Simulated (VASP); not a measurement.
# RePd (P-6m2) in VASP: further runs, part 2 of 2

VASP 6.6.1.

### Step 4. Relaxation of cell and atoms, PBE

Input file INCAR:

```
SYSTEM = RePd
  ALGO = Normal
  EDIFF = 1E-7
  EDIFFG = -0.04
  ENCUT = 600
  GGA = PE
  GGA_COMPAT = .False.
  IBRION = 2
  ISIF = 3
  ISMEAR = 0
  LASPH = .True.
  LCHARG = .False.
  LREAL = .False.
  LWAVE = .False.
  NELM = 120
  NELMIN = 4
  NSW = 90
  PREC = Accurate
  SIGMA = 0.1
```

Input file KPOINTS:

```
k-points
0
Gamma
  6 6 6
  0 0 0
```

Input file POSCAR:

```
RePd
1.0
    3.1274360287      0.0000000000      0.0000000000
   -1.5637180143      2.7084390496      0.0000000000
    0.0000000000      0.0000000000      3.0503403361
Re Pd
1 1
Direct
    0.0000000000      0.0000000000      0.0000000000
    0.6666666667      0.3333333333      0.5000000000
```

Potentials or basis: VASP PAW PBE potentials, release 64 (Re, Pd).

Command:

```console
$ cat potpaw_PBE.64/Re/POTCAR potpaw_PBE.64/Pd/POTCAR > POTCAR
$ mpirun -np 1 vasp_std > vasp.out
```

OUTCAR:

```text
SYSTEM = RePd
   EDIFF = 1E-7
   EDIFFG = -0.04
   ENCUT = 600
   GGA = PE
   IBRION = 2
   ISIF = 3
   ISMEAR = 0
   LASPH = .True.
   LREAL = .False.
   NELM = 120
   NELMIN = 4
   NSW = 90
   PREC = Accurate

 ion  position               nearest neighbor table
   1  0.000  0.000  0.000-   2 2.36   2 2.36   2 2.36   2 2.36   2 2.36   2 2.36
   2  0.667  0.333  0.500-   1 2.36   1 2.36   1 2.36   1 2.36   1 2.36   1 2.36

  LATTYP: Found a hexagonal cell.
 ALAT       =     3.1274360287
 C/A-ratio  =     0.9753485949

  Lattice vectors:

 A1 = (   3.1274360287,   0.0000000000,   0.0000000000)
 A2 = (  -1.5637180143,   2.7084390496,   0.0000000000)
 A3 = (   0.0000000000,   0.0000000000,   3.0503403361)

Analysis of symmetry for initial positions (statically):
=====================================================================
 Subroutine PRICEL returns:
 Original cell was already a primitive cell.

 Routine SETGRP: Setting up the symmetry group for a
 hexagonal supercell.

 Subroutine GETGRP returns: Found 12 space group operations
 (whereof 12 operations were pure point group operations)
 out of a pool of 24 trial point group operations.

The static configuration has the point symmetry D_3h.

Analysis of symmetry for dynamics (positions and initial velocities):
=====================================================================
 Subroutine PRICEL returns:
 Original cell was already a primitive cell.

 Routine SETGRP: Setting up the symmetry group for a
 hexagonal supercell.

 Subroutine GETGRP returns: Found 12 space group operations
 (whereof 12 operations were pure point group operations)
 out of a pool of 24 trial point group operations.

The dynamic configuration has the point symmetry D_3h.

 Subroutine INISYM returns: Found 12 space group operations
 (whereof 12 operations are pure point group operations),
 and found     1 'primitive' translations

----------------------------------------------------------------------------------------

                                     Primitive cell

  volume of cell :      25.8378
[... 112 lines left out ...]
  Thomas-Fermi vector in A             =   2.544428
   LORBIT       =      0    0 simple, 1 ext, 2 COOP (PROOUT), +10 PAW based schemes
   GGA     = PE    functional components
   LHFCALC =     F    Hartree Fock is set to
   AEXX    =    0.0000 exact exchange contribution
   IVDW    =     0    specifies the selected vdW correction
   LEPSILON=     F    determine dielectric tensor
   LRPA    =     F    only Hartree local field effects (RPA)
 conjugate gradient relaxation of ions
 non-spin polarized calculation
 Gauss-broadening in eV      SIGMA  =   0.10
  energy-cutoff  :      600.00
  volume of cell :       25.84
 maximum number of plane-waves:       877
 NGX is ok and might be reduce to    28
   NGX = 13   NGY = 13   NGZ = 13

--------------------------------------- Ionic step        1  -------------------------------------------

 number of electron      16.9999997 magnetization

 Free energy of the ion-electron system (eV)
  ---------------------------------------------------
  ext. energy  EPLUGINS =         0.00000000
  ---------------------------------------------------
  free energy    TOTEN  =       -12.94650324 eV

  energy without entropy =      -12.92832315  energy(sigma->0) =      -12.93741320

------------------------ aborting loop because EDIFF is reached ----------------------------------------

  FORCE on cell =-STRESS in cart. coord.  units (eV):
  Direction    XX          YY          ZZ          XY          YZ          ZX
  --------------------------------------------------------------------------------------
  -------------------------------------------------------------------------------------
  Total       15.3767284     15.3767284     22.6295453      0.0000000     -0.0000000      0.0000000
  in kB      953.4956750    953.4956750   1403.2356540      0.0000000     -0.0000000      0.0000000
  external PRESSURE =    1103.4090014 kB  Pullay stress =       0.0000000 kB
[... 1187 lines left out ...]
      1       4.1428      2.00000
      2       4.3884      2.00000
      3       5.4560      2.00000
      4       5.5958      2.00000
      5       8.9417      2.00000
      6       9.2993      2.00000
      7      10.2687      2.00000
      8      10.6740      2.00000
      9      12.1544      0.00000
     10      12.3170      0.00000
     11      13.0451      0.00000
     12      15.1840      0.00000

 [... further k-points ...]

[... ionic steps 4 to 16 ...]

--------------------------------------- Ionic step       17  -------------------------------------------

 number of electron      16.9999990 magnetization

------------------------ aborting loop because EDIFF is reached ----------------------------------------
[... 67 lines left out ...]
--------------------------------------- Ionic step       19  -------------------------------------------

 number of electron      16.9999991 magnetization

 Free energy of the ion-electron system (eV)
  ---------------------------------------------------
  ext. energy  EPLUGINS =         0.00000000
  ---------------------------------------------------
  free energy    TOTEN  =       -17.35314215 eV

  energy without entropy =      -17.34745653  energy(sigma->0) =      -17.35029934

 E-fermi :   9.3916     XC(G=0): -13.4705

 val. band max:        9.3568790432   @ k =   0.0000   0.0000   0.0000
 cond. band min:       9.4081776303   @ k =   0.3333   0.3333   0.1667
 fundamental gap:      0.0512985871
 Fermi energy:         9.3916218474
[... 389 lines left out ...]
  FREE ENERGIE OF THE ION-ELECTRON SYSTEM (eV)
  ---------------------------------------------------
  free  energy   TOTEN  =       -17.3531421502 eV

  energy  without entropy=      -17.3474565307  energy(sigma->0) =      -17.35029934

 reached required accuracy - stopping structural energy minimisation
```

OSZICAR:

```text
N       E                     dE             d eps       ncg     rms          rms(c)
DAV:   1     0.773911134304E+02    0.77391E+02   -0.95330E+03  1128   0.180E+03
[... 232 lines left out ...]
DAV:   1    -0.173570883046E+02   -0.52247E-02   -0.23682E-01  1012   0.133E+01    0.500E-01
DAV:   2    -0.173550542063E+02    0.20341E-02   -0.87229E-03  1092   0.227E+00    0.360E-01
DAV:   3    -0.173536367849E+02    0.14174E-02   -0.33383E-03  1080   0.218E+00    0.132E-01
DAV:   4    -0.173531539390E+02    0.48285E-03   -0.79629E-04  1044   0.458E-01    0.405E-02
DAV:   5    -0.173531419437E+02    0.11995E-04   -0.85707E-05  1112   0.126E-01    0.139E-02
DAV:   6    -0.173531421515E+02   -0.20781E-06   -0.26948E-06  1088   0.446E-02    0.607E-03
DAV:   7    -0.173531421502E+02    0.12951E-08   -0.17607E-07   548   0.145E-02
  19 F= -.17353142E+02 E0= -.17350299E+02  d E =-.298730E-03
```

CONTCAR:

```text
RePd
   1.00000000000000
     2.7542997583534730   -0.0000000000099195    0.0000000000000000
    -1.3771498791412924    2.3852935603952496    0.0000000000000000
     0.0000000000000000   -0.0000000000000000    4.5085538107815983
  Re              Pd
     1     1
Direct
     0.0000000000000000    0.0000000000000000    0.0000000000000000
     0.6666666667000030    0.3333333332999970    0.5000000000000000

  0.00000000E+00  0.00000000E+00  0.00000000E+00
  0.00000000E+00  0.00000000E+00  0.00000000E+00
```

It took 5.7 min on 1 thread of Intel Xeon 8259CL, shared host; peak memory 0.17 GiB.

Results:

```yaml
Free_energy: -17.3531 eV
Relaxed_volume: 14.81 Å³/atom
Relaxed_cell: a = 2.754 Å, b = 2.754 Å, c = 4.509 Å, α = 90.00°, β = 90.00°, γ = 120.00°
Space_group_after_relaxing_to_0.05_Å: P-6m2 (No. 187)
Energy_gained_by_relaxing: 2203.3 meV/atom
Ionic_steps: 19
Pressure_after_relaxing: 0.0 GPa
```

The path:
| step | energy change (eV) | largest force (eV/Å) | pressure (GPa) | volume (Å³) |
| --- | --- | --- | --- | --- |
| 1 | 0.0000 | 0.0000 | 110.34 | 25.84 |
| 2 | 4.3658 | 0.0000 | -20.49 | 75.07 |
| 3 | 1.0027 | 0.0000 | -30.55 | 54.18 |
| 4 | -1.2608 | 0.0000 | -28.34 | 42.39 |
| 5 | -2.2009 | 0.0000 | 1.23 | 33.45 |
| 6 | -2.2032 | 0.0000 | -2.66 | 34.05 |
| 7 | -2.2041 | 0.0000 | -1.50 | 33.86 |
| 8 | -2.4476 | 0.0000 | -3.47 | 33.47 |
| 9 | -3.6551 | 0.0000 | -8.25 | 31.68 |
| 10 | -2.5891 | 0.0000 | 72.22 | 25.96 |
| 11 | -4.2475 | 0.0000 | -4.43 | 30.26 |
| 12 | -4.3047 | 0.0000 | 14.51 | 28.40 |
| 13 | -4.3990 | 0.0000 | 3.40 | 29.27 |
| 14 | -4.3992 | 0.0000 | 4.83 | 29.14 |
| 15 | -4.1711 | 0.0000 | -19.22 | 32.45 |
| 16 | -4.4063 | 0.0000 | 0.04 | 29.62 |
| 17 | -4.4063 | 0.0000 | 0.42 | 29.58 |
| 18 | -4.4054 | 0.0000 | -0.87 | 29.70 |
| 19 | -4.4066 | 0.0000 | 0.00 | 29.62 |

Final structure:
```
Re Pd
1.0
     2.75430    0.00000    0.00000
    -1.37715    2.38529    0.00000
     0.00000    0.00000    4.50855
Re Pd
1 1
Direct
  0.00000 0.00000 0.00000
  0.66667 0.33333 0.50000
```

Caveat: the k points lie up to 0.44 Å⁻¹ apart in the final cell; spin-orbit coupling is left out, which moves the levels of the heavy elements.

### Step 5. The runs side by side

```csv
task,cell,gap on the mesh (eV),pressure (GPa)
single point,"a = 3.127, b = 3.127, c = 3.050 Å, angles 90.0, 90.0, 120.0°, 2 atoms",none,110.3
single point,"a = 2.756, b = 2.756, c = 4.514 Å, angles 90.0, 90.0, 120.0°, 2 atoms",none,-0.5
relaxation of cell and atoms,"relaxed from a = 3.127, b = 3.127, c = 3.050 Å, angles 90.0, 90.0, 120.0°, 2 atoms",none,0.0
```

Alike in all rows: level PBE; potentials or basis VASP PAW PBE potentials, release 64 (Re, Pd); no spin polarisation; k mesh 6 × 6 × 6; cutoff (eV) 600; smearing gaussian 0.1 eV.

Caveats: all runs use coarse meshes; spin-orbit coupling is left out, which moves the levels of the heavy elements.

Total energies depend on the potentials used, so only differences within one code and one set of settings carry meaning.
